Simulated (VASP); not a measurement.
# CaICl in VASP: single point with PBE

Aim: the single point of CaICl with PBE.

Program: VASP 6.6.1. These are calculated values, not measurements. Logs are shortened: lines on timing, memory, paths and dates and some standing lists are left out, and cuts for length are marked.

## Step 1: The cell of the first run

The cell holds a sheet with vacuum, 6 atoms: a = 8.330 Å, b = 4.173 Å, c = 30.448 Å, α = 90.00°, β = 90.00°, γ = 120.10°.

## Step 2: Single point, PBE

INCAR

```
SYSTEM = CaICl
PREC = Accurate ; ENCUT = 520
EDIFF = 1E-6 ; ISMEAR = 0
SIGMA = 0.1 ; LREAL = .FALSE.
LASPH = .TRUE. ; NELM = 100
ALGO = Normal ; ISIF = 2
LWAVE = .FALSE. ; LCHARG = .FALSE.
LDIPOL = .TRUE. ; IDIPOL = 3
DIPOL = 0.5 0.5 0.298 ; GGA = PE
NBANDS = 33
```

KPOINTS

```
Automatic mesh
0
G
  4 4 1
  0 0 0
```

POSCAR

```
CaICl
1.0
    8.3299553151     -0.0120197734      0.0000000000
   -2.0875515957      3.6138824400      0.0000000000
    0.0000000000      0.0000000000     30.4478406400
Ca I Cl
2 2 2
Direct
    0.5003464100      0.0003204623      0.3037243343
    0.0002897650      0.0000815008      0.3042100011
    0.1659683874      0.6654328401      0.2369982343
    0.6667331501      0.6673594441      0.2367829450
    0.1670926642      0.6677414011      0.3533163160
    0.6662362901      0.6657310183      0.3530752645
```

Potentials or basis: VASP PAW PBE potentials, release 64 (Ca_sv, I, Cl).

Started as:

```
$ cat potpaw_PBE.64/Ca_sv/POTCAR potpaw_PBE.64/I/POTCAR potpaw_PBE.64/Cl/POTCAR > POTCAR
$ mpirun -np 1 vasp_std > vasp.out
```

OUTCAR:

```text
SYSTEM = CaICl
   PREC = Accurate
   ENCUT = 520
   EDIFF = 1E-6
   ISMEAR = 0
   LREAL = .FALSE.
   LASPH = .TRUE.
   NELM = 100
   ISIF = 2
   GGA = PE

 ion  position               nearest neighbor table
   1  0.500  0.000  0.304-   6 2.83   5 2.84   6 2.84   3 3.15   4 3.15   4 3.16
   2  0.000  0.000  0.304-   6 2.83   5 2.83   5 2.84   3 3.16   3 3.16   4 3.16
   3  0.166  0.665  0.237-   1 3.15   2 3.16   2 3.16
   4  0.667  0.667  0.237-   1 3.15   1 3.16   2 3.16
   5  0.167  0.668  0.353-   2 2.83   2 2.84   1 2.84
   6  0.666  0.666  0.353-   2 2.83   1 2.83   1 2.84

  Warning from LATTYP: Monoclinic adjustment (A1->A3, A2->A1, A3->A2)!
  Warning from LATTYP: Got some problem with cell dimensions!
  Tried to take original basis but could not verify dimensions!
  LATTYP: Found a simple monoclinic cell.
 ALAT       =     4.1734899011
 B/A-ratio  =     7.2955347590
 C/A-ratio  =     1.7268549716
 COS(beta)  =    -0.0004864490

  Lattice vectors:

 A1 = (  -2.0875515957,   3.6138824400,   0.0000000000)
 A2 = (   0.0000000000,   0.0000000000,  30.4478406400)
 A3 = (   6.2424037194,   3.6018626666,   0.0000000000)

Analysis of symmetry for initial positions (statically):
=====================================================================
 Subroutine PRICEL returns:
 Original cell was already a primitive cell.

 Routine SETGRP: Setting up the symmetry group for a
 simple monoclinic supercell.

 Subroutine GETGRP returns: Found  1 space group operations
 (whereof  1 operations were pure point group operations)
 out of a pool of  4 trial point group operations.

The static configuration has the point symmetry C_1 .

Analysis of symmetry for dynamics (positions and initial velocities):
=====================================================================
 Subroutine PRICEL returns:
 Original cell was already a primitive cell.

 Routine SETGRP: Setting up the symmetry group for a
 simple monoclinic supercell.

 Subroutine GETGRP returns: Found  1 space group operations
 (whereof  1 operations were pure point group operations)
 out of a pool of  4 trial point group operations.

The dynamic configuration has the point symmetry C_1 .

 Subroutine INISYM returns: Found  1 space group operations
 (whereof  1 operations are pure point group operations),
 and found     1 'primitive' translations

----------------------------------------------------------------------------------------

                                     Primitive cell

  volume of cell :     915.8219

  direct lattice vectors                    reciprocal lattice vectors
     8.329955315 -0.012019773  0.000000000     0.120148810  0.069403707  0.000000000
    -2.087551596  3.613882440  0.000000000     0.000399615  0.276941553  0.000000000
     0.000000000  0.000000000 30.447840640     0.000000000  0.000000000  0.032843052

  length of vectors
     8.329963987  4.173489901 30.447840640     0.138753779  0.276941842  0.032843052

  position of ions in fractional coordinates (direct lattice)
     0.500346410  0.000320462  0.303724334
     0.000289765  0.000081501  0.304210001
     0.165968387  0.665432840  0.236998234
     0.666733150  0.667359444  0.236782945
     0.167092664  0.667741401  0.353316316
     0.666236290  0.665731018  0.353075264

  ion indices of the primitive-cell ions
   primitive index   ion index
                 1           1
                 2           2
                 3           3
                 4           4
                 5           5
                 6           6

----------------------------------------------------------------------------------------

 KPOINTS: Automatic mesh

Automatic generation of k-mesh.
 Grid dimensions read from file:
 generate k-points for:    4    4    1

 Generating k-lattice:

  Cartesian coordinates                     Fractional coordinates (reciprocal lattice)
     0.030037202  0.017350927  0.000000000     0.250000000  0.000000000  0.000000000
     0.000099904  0.069235388  0.000000000    -0.000000000  0.250000000  0.000000000
     0.000000000  0.000000000  0.032843052     0.000000000  0.000000000  1.000000000

  Length of vectors
     0.034688445  0.069235460  0.032843052

  Shift w.r.t. Gamma in fractional coordinates (k-lattice)
     0.000000000  0.000000000  0.000000000

 Subroutine IBZKPT returns following result:
 ===========================================

 Found     10 irreducible k-points:

 Following reciprocal coordinates:
            Coordinates               Weight
  0.000000  0.000000  0.000000      1.000000
  0.250000  0.000000  0.000000      2.000000
  0.500000  0.000000  0.000000      1.000000
  0.000000  0.250000  0.000000      2.000000
  0.250000  0.250000  0.000000      2.000000
  0.500000  0.250000  0.000000      2.000000
 -0.250000  0.250000  0.000000      2.000000
  0.000000  0.500000  0.000000      1.000000
  0.250000  0.500000  0.000000      2.000000
  0.500000  0.500000  0.000000      1.000000
   k-points           NKPTS =     10   k-points in BZ     NKDIM =     10   number of bands    NBANDS=     33
   number of dos      NEDOS =    301   number of ions     NIONS =      6
   total plane-waves  NPLWV = 491520
   dimension x,y,z NGX =    64 NGY =   32 NGZ =  240
   dimension x,y,z NGXF=   128 NGYF=   64 NGZF=  480
   ions per type =               2   2   2
   NGX,Y,Z   is equivalent  to a cutoff of  12.77, 12.75, 13.10 a.u.
   NGXF,Y,Z  is equivalent  to a cutoff of  25.55, 25.49, 26.21 a.u.
 SYSTEM =  CaICl
   PREC   = accura    normal or accurate (medium, high low for compatibility)
   ISTART =      0    job   : 0-new  1-cont  2-samecut
   ICHARG =      2    charge: 1-file 2-atom 10-const
   ISPIN  =      1    spin polarized calculation?
   LNONCOLLINEAR =      F non collinear calculations
   LSORBIT =      F    spin-orbit coupling
   LASPH  =      T    aspherical Exc in radial PAW
   ENCUT  =  520.0 eV  38.22 Ry    6.18 a.u.  15.49  7.76 56.61*2*pi/ulx,y,z
   NELM   =    100;   NELMIN=  2; NELMDL= -5     # of ELM steps
   EDIFF  = 0.1E-05   stopping-criterion for ELM
   LREAL  =      F    real-space projection
[... 7 lines left out ...]
   TEBEG  =    0.0;   TEEND  =   0.0 temperature during run
   PSTRESS=    0.0 pullay stress
   NELECT =      48.0000    total number of electrons
   NUPDOWN=      -1.0000    fix difference up-down
   EMIN   =  10.00;   EMAX   =-10.00  energy-range for DOS
   EFERMI =   0.00;   METHOD = LEGACY
   ISMEAR =     0;   SIGMA  =   0.10  broadening in eV -4-tet -1-fermi 0-gaus
   EFERMI_NEDOS =   21; number of points for ismear=-14 and -15
   IALGO  =     38    algorithm
   IMIX   =      4    mixing-type and parameters
     AMIX     =   0.40;   BMIX     =  1.00
     AMIX_MAG =   1.60;   BMIX_MAG =  1.00
  volume/ion in A,a.u.               =     152.64      1030.05
  Fermi-wavevector in a.u.,A,eV,Ry     =   0.612658  1.157756  5.106947  0.375350
  Thomas-Fermi vector in A             =   1.669026
   LORBIT       =      0    0 simple, 1 ext, 2 COOP (PROOUT), +10 PAW based schemes
   GGA     = PE    functional components
   LHFCALC =     F    Hartree Fock is set to
   AEXX    =    0.0000 exact exchange contribution
   IVDW    =     0    specifies the selected vdW correction
   LEPSILON=     F    determine dielectric tensor
   LRPA    =     F    only Hartree local field effects (RPA)
 non-spin polarized calculation
 Gauss-broadening in eV      SIGMA  =   0.10
  energy-cutoff  :      520.00
  volume of cell :      915.82
 maximum number of plane-waves:     24705
 NGX is ok and might be reduce to    64
   NGX = 31   NGY = 15   NGZ =113

 dipolmoment           0.000000      0.000000      0.007153 electrons x Angstroem

 number of electron      47.9999993 magnetization

 dipolmoment           0.000000      0.000000     -0.037446 electrons x Angstroem

 Free energy of the ion-electron system (eV)
  ---------------------------------------------------
  ext. energy  EPLUGINS =         0.00000000
  ---------------------------------------------------
  free energy    TOTEN  =       -21.77969591 eV

  energy without entropy =      -21.77969591  energy(sigma->0) =      -21.77969591

 E-fermi :  -4.0956     XC(G=0):  -2.0728

 val. band max:       -4.6374144543   @ k =   0.0000   0.0000   0.0000
 cond. band min:      -1.5603094037   @ k =   0.0000   0.5000   0.0000
 fundamental gap:      3.0771050506
 Fermi energy:        -4.0956223903

 k-point     1 :       0.0000    0.0000    0.0000
  band No.  band energies     occupation
      1     -44.8870      2.00000
      2     -44.8782      2.00000
      3     -25.9685      2.00000
      4     -25.9008      2.00000
      5     -25.8846      2.00000
      6     -25.8829      2.00000
[... 25 lines left out ...]
     32       0.3947      0.00000
     33       0.6564      0.00000

 k-point     2 :       0.2500    0.0000    0.0000
  band No.  band energies     occupation
      1     -44.8867      2.00000
      2     -44.8785      2.00000
      3     -25.9567      2.00000
      4     -25.8987      2.00000
      5     -25.8975      2.00000
      6     -25.8850      2.00000
[... 25 lines left out ...]
     32       0.4184      0.00000
     33       0.5815      0.00000
[... 250 lines left out ...]
     32       0.7400      0.00000
     33       0.9719      0.00000

 k-point    10 :       0.5000    0.5000    0.0000
  band No.  band energies     occupation
      1     -44.8842      2.00000
      2     -44.8766      2.00000
      3     -25.9562      2.00000
      4     -25.9503      2.00000
      5     -25.9176      2.00000
      6     -25.9118      2.00000
[... 25 lines left out ...]
     32       0.7021      0.00000
     33       0.9772      0.00000

------------------------ aborting loop because EDIFF is reached ----------------------------------------

 vacuum level on the upper side and lower side of the slab       (xc-potential included)        -0.116         0.106

  FORCE on cell =-STRESS in cart. coord.  units (eV):
  Direction    XX          YY          ZZ          XY          YZ          ZX
  --------------------------------------------------------------------------------------
  -------------------------------------------------------------------------------------
  Total        0.1007980      0.1122556      0.1094665      0.0039657      0.0004973      0.0011653
  in kB        0.1763403      0.1963847      0.1915053      0.0069378      0.0008699      0.0020386
  external PRESSURE =       0.1880768 kB  Pullay stress =       0.0000000 kB

 VOLUME and BASIS-vectors are now :
 -----------------------------------------------------------------------------
  energy-cutoff  :      520.00
  volume of cell :      915.82
      direct lattice vectors                 reciprocal lattice vectors
     8.329955315 -0.012019773  0.000000000     0.120148810  0.069403707  0.000000000
    -2.087551596  3.613882440  0.000000000     0.000399615  0.276941553  0.000000000
     0.000000000  0.000000000 30.447840640     0.000000000  0.000000000  0.032843052

 POSITION                                       TOTAL-FORCE (eV/Angst)
 -----------------------------------------------------------------------------------
      4.16719     -0.00486      9.24775        -0.003014     -0.001671      0.011336
      0.00224      0.00029      9.26254        -0.001674      0.001629     -0.002435
     -0.00662      2.40280      7.21608        -0.001761      0.002301     -0.023894
      4.16071      2.40374      7.20953         0.003500     -0.002437     -0.023081
     -0.00207      2.41113     10.75772         0.001965     -0.003449      0.015022
      4.15997      2.39787     10.75038         0.000984      0.003628      0.023053
 -----------------------------------------------------------------------------------
    total drift:                                0.000200     -0.000066     -0.000368

  FREE ENERGIE OF THE ION-ELECTRON SYSTEM (eV)
  ---------------------------------------------------
  free  energy   TOTEN  =       -21.7796959095 eV

  energy  without entropy=      -21.7796959095  energy(sigma->0) =      -21.77969591

 vacuum level on the upper side and lower side of the slab         1.654         1.879
```

It took 12 min on 1 thread of Intel Xeon Platinum 8488C (Sapphire Rapids), shared host; peak memory 1.1 GiB.

What came out:

* Free energy: -21.7797 eV
* Largest force: 0.024 eV/Å
* Band gap on the k mesh: 3.08 eV

Forces on the atoms (eV/Å):
```
Ca  -0.003 -0.002  0.011
Ca  -0.002  0.002 -0.002
I   -0.002  0.002 -0.024
I    0.004 -0.002 -0.023
Cl   0.002 -0.003  0.015
Cl   0.001  0.004  0.023
```

Levels at points of the mesh, in eV from the valence-band top:
```tsv
k point	band 21	band 22	band 23	band 24	band 25	band 26	band 27	band 28
(0.00, 0.00, 0.00)	-0.77	-0.59	-0.02	0.00	3.08	3.70	4.29	4.64
(0.50, 0.00, 0.00)	-0.93	-0.93	-0.33	-0.32	3.45	3.45	4.62	4.62
(0.00, 0.50, 0.00)	-0.78	-0.77	-0.57	-0.56	3.08	3.08	5.03	5.04
(0.50, 0.50, 0.00)	-1.19	-1.18	-0.78	-0.77	3.40	3.40	4.91	4.92
```

Caveat: spin-orbit coupling is left out, which moves the levels of the heavy elements.
